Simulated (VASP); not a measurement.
# Na (P6_3/mmc) in VASP: further runs

Na is run at these levels: RPBE; tasks: single point.

Everything below comes from runs of VASP 6.6.1. Logs are shortened: lines on timing, memory, paths and dates and some standing lists are left out, and cuts for length are marked.

### 1 The cell of the first run

It takes space group P6_3/mmc (No. 194, hexagonal). Conventional cell: a = 3.777 Å, b = 3.777 Å, c = 12.280 Å, α = 90.00°, β = 90.00°, γ = 120.00°. Within 4.9 Å of Na (site symmetry -3m) lie 12 Na at 3.77 to 3.78 Å. Na (site symmetry -6m2) has 12 Na at 3.77 to 3.78 Å within 4.9 Å.

### 2 Single point, RPBE (volume scaled by 0.96)

INCAR reads:

```
SYSTEM = Na
ALGO = Normal
EDIFF = 1E-7
ENCUT = 520
GGA = RP
ISIF = 2
ISMEAR = -1
LASPH = .True.
LCHARG = .False.
LREAL = .False.
LWAVE = .False.
NBANDS = 22
NELM = 100
PREC = Accurate
SIGMA = 0.1
```

KPOINTS reads:

```
k-points
0
Gamma
  11 11 3
  0 0 0
```

POSCAR reads:

```
Na
1.0
    3.7769551850      0.0000000000      0.0000000000
   -1.8884775925      3.2709391392      0.0000000000
    0.0000000000      0.0000000000     12.2802598074
Na
4
Direct
    0.0000000000      0.0000000000      1.0000000000
    0.0000000000      0.0000000000      0.5000000000
    0.3333333333      0.6666666667      0.2500000000
    0.6666666667      0.3333333333      0.7500000000
```

Potentials or basis: VASP PAW PBE potentials, release 64 (Na_pv).

The run is started by

```
$ cat potpaw_PBE.64/Na_pv/POTCAR > POTCAR
$ mpirun -np 1 vasp_std > vasp.out
```

OUTCAR:

```text
SYSTEM = Na
   EDIFF = 1E-7
   ENCUT = 520
   GGA = RP
   ISIF = 2
   ISMEAR = -1
   LASPH = .True.
   LREAL = .False.
   NELM = 100
   PREC = Accurate

 ion  position               nearest neighbor table
   1  0.000  0.000  0.000-
   2  0.000  0.000  0.500-
   3  0.333  0.667  0.250-
   4  0.667  0.333  0.750-

  LATTYP: Found a hexagonal cell.
 ALAT       =     3.7769551850
 C/A-ratio  =     3.2513649768

  Lattice vectors:

 A1 = (   3.7769551850,   0.0000000000,   0.0000000000)
 A2 = (  -1.8884775925,   3.2709391392,   0.0000000000)
 A3 = (   0.0000000000,   0.0000000000,  12.2802598074)

Analysis of symmetry for initial positions (statically):
=====================================================================
 Subroutine PRICEL returns:
 Original cell was already a primitive cell.

 Routine SETGRP: Setting up the symmetry group for a
 hexagonal supercell.

 Subroutine GETGRP returns: Found 24 space group operations
 (whereof 12 operations were pure point group operations)
 out of a pool of 24 trial point group operations.

The static configuration has the point symmetry D_3d.
 The point group associated with its full space group is D_6h.

Analysis of symmetry for dynamics (positions and initial velocities):
=====================================================================
 Subroutine PRICEL returns:
 Original cell was already a primitive cell.

 Routine SETGRP: Setting up the symmetry group for a
 hexagonal supercell.

 Subroutine GETGRP returns: Found 24 space group operations
 (whereof 12 operations were pure point group operations)
 out of a pool of 24 trial point group operations.

The dynamic configuration has the point symmetry D_3d.
 The point group associated with its full space group is D_6h.

 Subroutine INISYM returns: Found 24 space group operations
 (whereof 12 operations are pure point group operations),
 and found     1 'primitive' translations

----------------------------------------------------------------------------------------

                                     Primitive cell

  volume of cell :     151.7127

  direct lattice vectors                    reciprocal lattice vectors
     3.776955185  0.000000000  0.000000000     0.264763533  0.152861297  0.000000000
    -1.888477592  3.270939139  0.000000000     0.000000000  0.305722594  0.000000000
     0.000000000  0.000000000 12.280259807     0.000000000  0.000000000  0.081431502

  length of vectors
     3.776955185  3.776955185 12.280259807     0.305722594  0.305722594  0.081431502

  position of ions in fractional coordinates (direct lattice)
     0.000000000  0.000000000  0.000000000
     0.000000000  0.000000000  0.500000000
     0.333333333  0.666666667  0.250000000
     0.666666667  0.333333333  0.750000000

  ion indices of the primitive-cell ions
   primitive index   ion index
                 1           1
                 2           2
                 3           3
                 4           4

----------------------------------------------------------------------------------------

 KPOINTS: k-points

Automatic generation of k-mesh.
 Grid dimensions read from file:
 generate k-points for:   11   11    3

 Generating k-lattice:

  Cartesian coordinates                     Fractional coordinates (reciprocal lattice)
     0.024069412  0.013896482  0.000000000     0.090909091  0.000000000  0.000000000
     0.000000000  0.027792963  0.000000000     0.000000000  0.090909091  0.000000000
     0.000000000  0.000000000  0.027143834     0.000000000  0.000000000  0.333333333

  Length of vectors
     0.027792963  0.027792963  0.027143834

  Shift w.r.t. Gamma in fractional coordinates (k-lattice)
     0.000000000  0.000000000  0.000000000

 Subroutine IBZKPT returns following result:
 ===========================================

 Found     32 irreducible k-points:

 Following reciprocal coordinates:
            Coordinates               Weight
  0.000000  0.000000  0.000000      1.000000
  0.090909  0.000000  0.000000      6.000000
  0.181818  0.000000  0.000000      6.000000
  0.272727  0.000000  0.000000      6.000000
  0.363636  0.000000  0.000000      6.000000
  0.454545  0.000000  0.000000      6.000000
[... 16 lines left out ...]
  0.090909  0.090909  0.333333     12.000000
  0.181818  0.090909  0.333333     24.000000
 [... further k-points ...]
   k-points           NKPTS =     32   k-points in BZ     NKDIM =     32   number of bands    NBANDS=     22
   number of dos      NEDOS =    301   number of ions     NIONS =      4
   total plane-waves  NPLWV =  75264
   dimension x,y,z NGX =    28 NGY =   28 NGZ =   96
   dimension x,y,z NGXF=    56 NGYF=   56 NGZF=  192
   ions per type =               4
   NGX,Y,Z   is equivalent  to a cutoff of  12.32, 12.32, 13.00 a.u.
   NGXF,Y,Z  is equivalent  to a cutoff of  24.65, 24.65, 25.99 a.u.
 SYSTEM =  Na
   PREC   = accura    normal or accurate (medium, high low for compatibility)
   ISTART =      0    job   : 0-new  1-cont  2-samecut
   ICHARG =      2    charge: 1-file 2-atom 10-const
   ISPIN  =      1    spin polarized calculation?
   LNONCOLLINEAR =      F non collinear calculations
   LSORBIT =      F    spin-orbit coupling
   LASPH  =      T    aspherical Exc in radial PAW
   ENCUT  =  520.0 eV  38.22 Ry    6.18 a.u.   7.02  7.02 22.83*2*pi/ulx,y,z
   NELM   =    100;   NELMIN=  2; NELMDL= -5     # of ELM steps
   EDIFF  = 0.1E-06   stopping-criterion for ELM
   LREAL  =      F    real-space projection
   EDIFFG = 0.1E-05   stopping-criterion for IOM
   NSW    =      0    number of steps for IOM
   IBRION =     -1    ionic relax: 0-MD 1-quasi-New 2-CG
   NFREE  =      0    steps in history (QN), initial steepest desc. (CG)
   ISIF   =      2    stress and relaxation
   ISYM   =      2    0-nonsym 1-usesym 2-fastsym
   POTIM  = 0.5000    time-step for ionic-motion
   TEBEG  =    0.0;   TEEND  =   0.0 temperature during run
   PSTRESS=    0.0 pullay stress
   NELECT =      28.0000    total number of electrons
   NUPDOWN=      -1.0000    fix difference up-down
   EMIN   =  10.00;   EMAX   =-10.00  energy-range for DOS
   EFERMI =   0.00;   METHOD = LEGACY
   ISMEAR =    -1;   SIGMA  =   0.10  broadening in eV -4-tet -1-fermi 0-gaus
   EFERMI_NEDOS =   21; number of points for ismear=-14 and -15
   IALGO  =     38    algorithm
   IMIX   =      4    mixing-type and parameters
     AMIX     =   0.40;   BMIX     =  1.00
     AMIX_MAG =   1.60;   BMIX_MAG =  1.00
  volume/ion in A,a.u.               =      37.93       255.95
  Fermi-wavevector in a.u.,A,eV,Ry     =   0.932081  1.761377 11.820396  0.868775
  Thomas-Fermi vector in A             =   2.058641
   LORBIT       =      0    0 simple, 1 ext, 2 COOP (PROOUT), +10 PAW based schemes
   GGA     = RP    functional components
   LHFCALC =     F    Hartree Fock is set to
   AEXX    =    0.0000 exact exchange contribution
   IVDW    =     0    specifies the selected vdW correction
   LEPSILON=     F    determine dielectric tensor
   LRPA    =     F    only Hartree local field effects (RPA)
 non-spin polarized calculation
  energy-cutoff  :      520.00
  volume of cell :      151.71
 maximum number of plane-waves:      4113
 NGX is ok and might be reduce to    28
   NGX = 13   NGY = 13   NGZ = 45

 number of electron      27.9999997 magnetization

 Free energy of the ion-electron system (eV)
  ---------------------------------------------------
  ext. energy  EPLUGINS =         0.00000000
  ---------------------------------------------------
  free energy    TOTEN  =        -4.80241367 eV

  energy without entropy =       -4.73045581  energy(sigma->0) =       -4.76643474

 E-fermi :   0.3903     XC(G=0):  -6.3283

 val. band max:        0.3866516485   @ k =   0.1818   0.0000   0.3333
 cond. band min:       0.4008906088   @ k =   0.2727   0.2727   0.3333
 fundamental gap:      0.0142389603
 Fermi energy:         0.3903297524

 k-point     1 :       0.0000    0.0000    0.0000
  band No.  band energies     occupation
      1     -24.5658      2.00000
      2     -24.5500      2.00000
      3     -24.5496      2.00000
      4     -24.5384      2.00000
      5     -24.5384      2.00000
      6     -24.5362      2.00000
[... 14 lines left out ...]
     21      10.2354      0.00000
     22      10.4264      0.00000

 k-point     2 :       0.0909    0.0000    0.0000
  band No.  band energies     occupation
      1     -24.5650      2.00000
      2     -24.5502      2.00000
      3     -24.5499      2.00000
      4     -24.5403      2.00000
      5     -24.5390      2.00000
      6     -24.5376      2.00000
[... 14 lines left out ...]
     21       9.1205      0.00000
     22       9.1934      0.00000

 k-point     3 :       0.1818    0.0000    0.0000
  band No.  band energies     occupation
      1     -24.5626      2.00000
      2     -24.5517      2.00000
      3     -24.5515      2.00000
      4     -24.5450      2.00000
      5     -24.5417      2.00000
      6     -24.5406      2.00000
[... 14 lines left out ...]
     21       7.2525      0.00000
     22       7.3275      0.00000

 k-point     4 :       0.2727    0.0000    0.0000
  band No.  band energies     occupation
      1     -24.5595      2.00000
      2     -24.5559      2.00000
      3     -24.5550      2.00000
      4     -24.5510      2.00000
      5     -24.5484      2.00000
      6     -24.5427      2.00000
[... 14 lines left out ...]
     21       6.8436      0.00000
     22       6.8724      0.00000

 k-point     5 :       0.3636    0.0000    0.0000
  band No.  band energies     occupation
      1     -24.5612      2.00000
      2     -24.5612      2.00000
      3     -24.5563      2.00000
      4     -24.5547      2.00000
      5     -24.5540      2.00000
      6     -24.5444      2.00000
[... 417 lines left out ...]
 k-point    22 :       0.4545    0.0000    0.3333
  band No.  band energies     occupation
      1     -24.5639      2.00000
      2     -24.5632      2.00000
      3     -24.5609      2.00000
      4     -24.5600      2.00000
      5     -24.5484      2.00000
      6     -24.5462      2.00000
[... 14 lines left out ...]
     21       5.3104      0.00000
     22       6.3202      0.00000

 k-point    23 :       0.0909    0.0909    0.3333
  band No.  band energies     occupation
      1     -24.5617      2.00000
      2     -24.5571      2.00000
      3     -24.5450      2.00000
      4     -24.5428      2.00000
      5     -24.5416      2.00000
      6     -24.5413      2.00000
[... 14 lines left out ...]
     21       7.8427      0.00000
     22       7.9725      0.00000

 k-point    24 :       0.1818    0.0909    0.3333
  band No.  band energies     occupation
      1     -24.5596      2.00000
      2     -24.5572      2.00000
      3     -24.5502      2.00000
      4     -24.5473      2.00000
      5     -24.5472      2.00000
      6     -24.5448      2.00000
[... 14 lines left out ...]
     21       6.7087      0.00000
     22       6.8902      0.00000

 [... further k-points ...]
[... 5 lines left out ...]
  --------------------------------------------------------------------------------------
  -------------------------------------------------------------------------------------
  Total        0.2501781      0.2501781      0.4367871      0.0000000      0.0000000      0.0000000
  in kB        2.6420320      2.6420320      4.6127357      0.0000000      0.0000000      0.0000000
  external PRESSURE =       3.2989332 kB  Pullay stress =       0.0000000 kB

 VOLUME and BASIS-vectors are now :
 -----------------------------------------------------------------------------
  energy-cutoff  :      520.00
  volume of cell :      151.71
      direct lattice vectors                 reciprocal lattice vectors
     3.776955185  0.000000000  0.000000000     0.264763533  0.152861297  0.000000000
    -1.888477592  3.270939139  0.000000000     0.000000000  0.305722594  0.000000000
     0.000000000  0.000000000 12.280259807     0.000000000  0.000000000  0.081431502

 POSITION                                       TOTAL-FORCE (eV/Angst)
 -----------------------------------------------------------------------------------
      0.00000      0.00000      0.00000        -0.000000     -0.000000     -0.000000
      0.00000      0.00000      6.14013        -0.000000     -0.000000     -0.000000
     -0.00000      2.18063      3.07006        -0.000000     -0.000000     -0.000000
      1.88848      1.09031      9.21019         0.000000      0.000000      0.000000
 -----------------------------------------------------------------------------------
    total drift:                                0.000000     -0.000000      0.000000

  FREE ENERGIE OF THE ION-ELECTRON SYSTEM (eV)
  ---------------------------------------------------
  free  energy   TOTEN  =        -4.8024136666 eV

  energy  without entropy=       -4.7304558146  energy(sigma->0) =       -4.76643474
```

It took 2.2 min on 1 thread of AMD EPYC 7R13 (Zen 3), shared host; peak memory 0.24 GiB.

Results:

```yaml
Free_energy: -4.8024 eV
Pressure: 0.3 GPa
Band_gap_on_the_k_mesh: zero (band 14 reaches 1.52 eV, above the bottom of band 15 at -1.83 eV)
```

Stress tensor (GPa, compression positive):
```
0.26 0.00 0.00
0.00 0.26 0.00
0.00 0.00 0.46
```

Levels at points of the mesh, in eV from the Fermi level:
```csv
k point,band 13,band 14,band 15,band 16,band 17,band 18
"(0.00, 0.00, 0.00)",-3.24,-2.22,-2.22,0.54,0.98,5.48
```

Caveat: the cell differs from its parent crystal (volume scaled by 0.96); the PAW data sets were made with another functional, which shifts forces and pressure a little.

### 3 Single point, RPBE

This run uses another cell than the first one, of 39.51 Å³/atom, 1.042 times its volume.

INCAR reads:

```
  PREC = Accurate
  ENCUT = 520
  EDIFF = 1E-6
  ISMEAR = -1
  SIGMA = 0.1
  LREAL = F
  LASPH = T
  NELM = 60
  ALGO = Normal
  ISIF = 2
  LWAVE = F
  LCHARG = F
  GGA = RP
  NBANDS = 22
```

KPOINTS reads:

```
Automatic mesh
0
Gamma
  11 11 3
```

POSCAR reads:

```
Na
1.0
    3.8287007273      0.0000000000      0.0000000000
   -1.9143503636      3.3157520933      0.0000000000
    0.0000000000      0.0000000000     12.4485034511
Na
4
Direct
    0.0000000000      0.0000000000      1.0000000000
    0.0000000000      0.0000000000      0.5000000000
    0.3333333333      0.6666666667      0.2500000000
    0.6666666667      0.3333333333      0.7500000000
```

Potentials or basis: VASP PAW PBE potentials, release 64 (Na_pv).

The run is started by

```
$ cat potpaw_PBE.64/Na_pv/POTCAR > POTCAR
$ mpirun -np 1 vasp_std > vasp.out
```

Run time: 1.9 min. Hardware: 1 thread of AMD EPYC 7R13 (Zen 3), shared host; peak memory 0.24 GiB.

It converged, with:

- Free energy: -4.8099 eV
- Pressure: 0.0 GPa
- Band gap on the k mesh: zero (band 14 reaches 1.38 eV, above the bottom of band 15 at -1.89 eV)

Stress tensor (GPa, compression positive):
```
-0.04  0.00  0.00
 0.00 -0.04  0.00
 0.00  0.00  0.13
```

Levels at points of the mesh, in eV from the Fermi level:
```
           k point  band 12  band 13  band 14  band 15  band 16  band 17  band 18  band 19
(0.00, 0.00, 0.00)   -24.96    -3.16    -2.16    -2.16     0.53     0.94     5.35     5.35
```

Caveat: the PAW data sets were made with another functional, which shifts forces and pressure a little.

(Part 1 of 2 ends here.)
